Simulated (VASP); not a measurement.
Rb, 2 atoms in the cell. The structure is orthorhombic, space group Cmcm (No. 63). Conventional cell: a = 4.965 Å, b = 8.673 Å, c = 8.040 Å, α = 90.00°, β = 90.00°, γ = 90.00°. 

- Program: VASP 6.6.1
- Task: relaxation of cell and atoms
- Functional: PBEsol
- Potentials or basis: VASP PAW PBE potentials, release 64 (Rb_sv)
- Cutoff: 600 eV
- k mesh: 10 × 10 × 6
- Occupations: gaussian, width 0.1 eV
- Spin: no spin polarisation
- Dipole correction: no
- Further INCAR settings: ALGO = Normal; EDIFF = 1e-06; IBRION = 2; EDIFFG = -0.005; NSW = 100; ISIF = 3

Potentials or basis: VASP PAW PBE potentials, release 64 (Rb_sv).

Run with:

```sh
$ cat potpaw_PBE.64/Rb_sv/POTCAR > POTCAR
$ mpirun -np 1 vasp_std > vasp.out
```

Hardware: 1 thread of Intel(R) Xeon(R) Platinum 8375C CPU @ 2.90GHz (Ice Lake), with other jobs on the host.

How long does it take, and how much memory?

It took 4 min on 1 thread of Intel(R) Xeon(R) Platinum 8375C CPU @ 2.90GHz (Ice Lake), with other jobs on the host, peak memory 0.52 GiB. Counts: scf iterations 15, k points 124, ion steps 2.
